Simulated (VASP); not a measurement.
# GaN (rocksalt type) (Fm-3m) in VASP: further runs

GaN (rocksalt type) is run at these levels: PBE; tasks: relaxation of cell and atoms.

Program: VASP 6.6.1. These are calculated values, not measurements. Logs are shortened: lines on timing, memory, paths and dates and some standing lists are left out, and cuts for length are marked.

### 1 The cell of the first run

It takes space group Fm-3m (No. 225, cubic). Conventional cell: a = 3.785 Å, b = 3.785 Å, c = 3.785 Å, α = 90.00°, β = 90.00°, γ = 90.00°. Within 2.5 Å of Ga (site symmetry m-3m) lie 6 N at 1.89 Å. N (site symmetry m-3m) has 6 Ga at 1.89 Å within 2.5 Å.

### 2 Relaxation of cell and atoms, PBE, target pressure 170 GPa, at which the enthalpy is minimised

The input, INCAR:

```
  PREC = Accurate
  ENCUT = 600
  EDIFF = 1E-6
  ISMEAR = -1
  SIGMA = 0.1
  LREAL = False
  LASPH = True
  NELM = 100
  ALGO = Normal
  ISIF = 3
  LWAVE = False
  LCHARG = False
  GGA = PE
  IBRION = 2
  NSW = 32
  EDIFFG = -0.005
  PSTRESS = 1700.0
```

The input, KPOINTS:

```
Automatic mesh
0
Gamma
  17 17 17
```

The input, POSCAR:

```
GaN
1.0
    0.0000000000      1.8925555937      1.8925555937
    1.8925555937      0.0000000000      1.8925555937
    1.8925555937      1.8925555937      0.0000000000
Ga N
1 1
Direct
    0.0000000000      0.0000000000      0.0000000000
    0.5000000000      0.5000000000      0.5000000000
```

Potentials or basis: VASP PAW PBE potentials, release 64 (Ga_d, N).

The run is started by

```sh
> cat potpaw_PBE.64/Ga_d/POTCAR potpaw_PBE.64/N/POTCAR > POTCAR
> mpirun -np 1 vasp_std > vasp.out
```

OUTCAR:

```text
PREC = Accurate
   ENCUT = 600
   EDIFF = 1E-6
   ISMEAR = -1
   LREAL = False
   LASPH = True
   NELM = 100
   ISIF = 3
   GGA = PE
   IBRION = 2
   NSW = 32
   EDIFFG = -0.005
   PSTRESS = 1700.0

 ion  position               nearest neighbor table
   1  0.000  0.000  0.000-   2 1.89   2 1.89   2 1.89   2 1.89   2 1.89   2 1.89
   2  0.500  0.500  0.500-   1 1.89   1 1.89   1 1.89   1 1.89   1 1.89   1 1.89

  LATTYP: Found a face centered cubic cell.
 ALAT       =     3.7851111874

  Lattice vectors:

 A1 = (   0.0000000000,   1.8925555937,   1.8925555937)
 A2 = (   1.8925555937,   0.0000000000,   1.8925555937)
 A3 = (   1.8925555937,   1.8925555937,   0.0000000000)

Analysis of symmetry for initial positions (statically):
=====================================================================
 Subroutine PRICEL returns:
 Original cell was already a primitive cell.

 Routine SETGRP: Setting up the symmetry group for a
 face centered cubic supercell.

 Subroutine GETGRP returns: Found 48 space group operations
 (whereof 48 operations were pure point group operations)
 out of a pool of 48 trial point group operations.

The static configuration has the point symmetry O_h .

Analysis of symmetry for dynamics (positions and initial velocities):
=====================================================================
 Subroutine PRICEL returns:
 Original cell was already a primitive cell.

 Routine SETGRP: Setting up the symmetry group for a
 face centered cubic supercell.

 Subroutine GETGRP returns: Found 48 space group operations
 (whereof 48 operations were pure point group operations)
 out of a pool of 48 trial point group operations.

The dynamic configuration has the point symmetry O_h .

 Subroutine INISYM returns: Found 48 space group operations
 (whereof 48 operations are pure point group operations),
 and found     1 'primitive' translations

----------------------------------------------------------------------------------------

                                     Primitive cell

  volume of cell :      13.5574

  direct lattice vectors                    reciprocal lattice vectors
     0.000000000  1.892555594  1.892555594    -0.264193032  0.264193032  0.264193032
     1.892555594  0.000000000  1.892555594     0.264193032 -0.264193032  0.264193032
     1.892555594  1.892555594  0.000000000     0.264193032  0.264193032 -0.264193032

  length of vectors
     2.676477788  2.676477788  2.676477788     0.457595754  0.457595754  0.457595754

[... 105 lines left out ...]
   GGA     = PE    functional components
   LHFCALC =     F    Hartree Fock is set to
   AEXX    =    0.0000 exact exchange contribution
   IVDW    =     0    specifies the selected vdW correction
   LEPSILON=     F    determine dielectric tensor
   LRPA    =     F    only Hartree local field effects (RPA)
 conjugate gradient relaxation of ions
 non-spin polarized calculation
  energy-cutoff  :      600.00
  volume of cell :       13.56
 maximum number of plane-waves:       467
 NGX is ok and might be reduce to    24
   NGX = 11   NGY = 11   NGZ = 11

--------------------------------------- Ionic step        1  -------------------------------------------

 number of electron      17.9999998 magnetization

 Free energy of the ion-electron system (eV)
  ---------------------------------------------------
  ext. energy  EPLUGINS =         0.00000000
  ---------------------------------------------------
  free energy    TOTEN  =        -8.90925380 eV

  energy without entropy =       -8.90925379  energy(sigma->0) =       -8.90925379

------------------------ aborting loop because EDIFF is reached ----------------------------------------

  FORCE on cell =-STRESS in cart. coord.  units (eV):
  Direction    XX          YY          ZZ          XY          YZ          ZX
  --------------------------------------------------------------------------------------
  -------------------------------------------------------------------------------------
  Total       14.5041992     14.5041992     14.5041992      0.0000000     -0.0000000      0.0000000
  in kB     1714.0694132   1714.0694132   1714.0694132      0.0000000     -0.0000000      0.0000000
  external PRESSURE =      14.0694132 kB  Pullay stress =    1700.0000000 kB
[... 97 lines left out ...]
  energy  without entropy=       -8.9341989798  energy(sigma->0) =       -8.93419899

  enthalpy is  TOTEN    =         5.4757893518 eV   P V=       14.4099883423

[... ionic steps 4 to 7 ...]

--------------------------------------- Ionic step        8  -------------------------------------------

 number of electron      17.9999998 magnetization

------------------------ aborting loop because EDIFF is reached ----------------------------------------
[... 71 lines left out ...]
--------------------------------------- Ionic step       10  -------------------------------------------

 number of electron      17.9999998 magnetization

 Free energy of the ion-electron system (eV)
  ---------------------------------------------------
  ext. energy  EPLUGINS =         0.00000000
  ---------------------------------------------------
  free energy    TOTEN  =        -8.93284892 eV

  energy without entropy =       -8.93284891  energy(sigma->0) =       -8.93284891

 E-fermi :  14.4537     XC(G=0): -15.0830

 val. band max:       12.7830607896   @ k =  -0.1765   0.1765   0.0000
 cond. band min:      15.8402036174   @ k =   0.4706   0.4706   0.0000
 fundamental gap:      3.0571428278
 Fermi energy:        14.4536726205

 k-point     1 :       0.0000    0.0000    0.0000
  band No.  band energies     occupation
      1      -8.4780      2.00000
      2      -1.4157      2.00000
      3      -1.4157      2.00000
      4      -1.4157      2.00000
      5      -1.1935      2.00000
      6      -1.1935      2.00000
      7      11.7051      2.00000
      8      11.7051      2.00000
      9      11.7051      2.00000
     10      19.4533      0.00000
     11      29.6060      0.00000
     12      29.6060      0.00000
     13      29.6061      0.00000
[... 354 lines left out ...]
  band No.  band energies     occupation
      1      -7.9013      2.00000
      2      -1.4866      2.00000
      3      -1.4216      2.00000
      4      -1.3958      2.00000
      5      -1.3130      2.00000
      6      -1.1774      2.00000
      7       9.9270      2.00000
      8      11.3533      2.00000
      9      12.1283      2.00000
     10      20.7071      0.00000
     11      25.5995      0.00000
     12      28.1817      0.00000
     13      29.3652      0.00000

 [... further k-points ...]
[... 5 lines left out ...]
  --------------------------------------------------------------------------------------
  -------------------------------------------------------------------------------------
  Total       14.4170362     14.4170362     14.4170362     -0.0000000      0.0000000     -0.0000000
  in kB     1700.9908527   1700.9908527   1700.9908527     -0.0000000      0.0000000     -0.0000000
  external PRESSURE =       0.9908527 kB  Pullay stress =    1700.0000000 kB
[... 21 lines left out ...]
  energy  without entropy=       -8.9328489060  energy(sigma->0) =       -8.93284891

  enthalpy is  TOTEN    =         5.4757891053 eV   P V=       14.4086380219

 reached required accuracy - stopping structural energy minimisation
```

Wall time 3.1 min (1 thread of AMD EPYC 7R43 (Zen 3), shared host); peak memory 0.14 GiB.

Results:

```
Free energy                                            : -8.9328 eV
Relaxed volume                                         : 6.79 Å³/atom
Relaxed cell                                           : a = 2.678 Å, b = 2.678 Å, c = 2.678 Å, α = 60.00°, β = 60.00°, γ = 60.00°
Space group after relaxing (to 0.05 Å)                 : Fm-3m (No. 225)
Energy change on relaxing (the enthalpy is what falls) : -11.8 meV/atom
Ionic steps                                            : 10
Pressure after relaxing                                : 170.1 GPa
Band gap on the k mesh                                 : 3.06 eV, indirect (least direct gap 6.23 eV)
```

The path:
```csv
step,energy change (eV),largest force (eV/Å),pressure (GPa),volume (Å³)
1,0.0000,0.0000,171.41,13.56
2,-0.1227,0.0000,164.17,13.67
3,-0.0249,0.0000,170.12,13.58
4,-0.0269,0.0000,169.70,13.58
5,-0.0255,0.0000,169.84,13.58
6,-0.0134,0.0000,171.32,13.57
7,-0.0242,0.0000,169.46,13.58
8,-0.0211,0.0000,170.36,13.58
9,-0.0223,0.0000,170.21,13.58
10,-0.0236,0.0000,170.10,13.58
```

Final structure:
```cif
data_structure
_symmetry_space_group_name_H-M 'P 1'
_symmetry_Int_Tables_number 1
_cell_length_a 2.6779
_cell_length_b 2.6779
_cell_length_c 2.6779
_cell_angle_alpha 60.000
_cell_angle_beta 60.000
_cell_angle_gamma 60.000
_cell_volume 13.58
loop_
_atom_site_label
_atom_site_type_symbol
_atom_site_fract_x
_atom_site_fract_y
_atom_site_fract_z
_atom_site_occupancy
Ga1 Ga 0.00000 0.00000 0.00000 1
N1 N 0.50000 0.50000 0.50000 1
```

Levels at points of the mesh, in eV from the valence-band top:
```csv
k point,band 7,band 8,band 9,band 10,band 11,band 12
"(0.00, 0.00, 0.00)",-1.08,-1.08,-1.08,6.67,16.82,16.82
```

Caveat: the cell is relaxed towards a set pressure, so the enthalpy falls and the energy may rise. A k mesh can miss the band edges.

### 3 Relaxation of cell and atoms, PBE, target pressure 170 GPa, at which the enthalpy is minimised

This run uses another cell than the first one, of 6.81 Å³/atom, 1.004 times its volume.

The input, INCAR:

```
ALGO = Normal
EDIFF = 1E-6
EDIFFG = -0.005
ENCUT = 600
GGA = PE
IBRION = 2
ISIF = 3
ISMEAR = -1
LASPH = T
LCHARG = F
LREAL = F
LWAVE = F
NELM = 100
NSW = 60
PREC = Accurate
PSTRESS = 1700.0
SIGMA = 0.1
```

The input, KPOINTS:

```
k-points
0
Gamma
  17 17 17
```

The input, POSCAR:

```
GaN
1.0
    0.0000000000      1.8950593909      1.8950593909
    1.8950593909      0.0000000000      1.8950593909
    1.8950593909      1.8950593909      0.0000000000
Ga N
1 1
Direct
    0.0000000000      0.0000000000      0.0000000000
    0.5000000000      0.5000000000      0.5000000000
```

Potentials or basis: VASP PAW PBE potentials, release 64 (Ga_d, N).

The run is started by

```sh
> cat potpaw_PBE.64/Ga_d/POTCAR potpaw_PBE.64/N/POTCAR > POTCAR
> mpirun -np 1 vasp_std > vasp.out
```

Run time: 45 s. Hardware: 1 thread of Intel Xeon Platinum 8488C (Sapphire Rapids), shared host; peak memory 0.18 GiB.

The run converged. Its results:

* Free energy: -8.9332 eV
* Relaxed volume: 6.79 Å³/atom
* Relaxed cell: a = 2.678 Å, b = 2.678 Å, c = 2.678 Å, α = 60.00°, β = 60.00°, γ = 60.00°
* Space group after relaxing (to 0.05 Å): Fm-3m (No. 225)
* Energy change on relaxing (the enthalpy is what falls): +16.6 meV/atom
* Ionic steps: 3
* Pressure after relaxing: 169.9 GPa
* Band gap on the k mesh: 3.06 eV, indirect (least direct gap 6.23 eV)

The path:
| step | energy change (eV) | largest force (eV/Å) | pressure (GPa) | volume (Å³) |
| --- | --- | --- | --- | --- |
| 1 | 0.0000 | 0.0000 | 168.08 | 13.61 |
| 2 | 0.1732 | 0.0000 | 178.33 | 13.45 |
| 3 | 0.0332 | 0.0000 | 169.94 | 13.58 |

Final structure:
```
Ga N
1.0
     0.00000    1.89360    1.89360
     1.89360    0.00000    1.89360
     1.89360    1.89360    0.00000
Ga N
1 1
Direct
  0.00000 0.00000 0.00000
  0.50000 0.50000 0.50000
```

Levels at points of the mesh, in eV from the valence-band top:
```
           k point  band 7  band 8  band 9  band 10  band 11  band 12
(0.00, 0.00, 0.00)   -1.08   -1.08   -1.08     6.67    16.82    16.82
```

Caveat: the cell is relaxed towards a set pressure, so the enthalpy falls and the energy may rise.
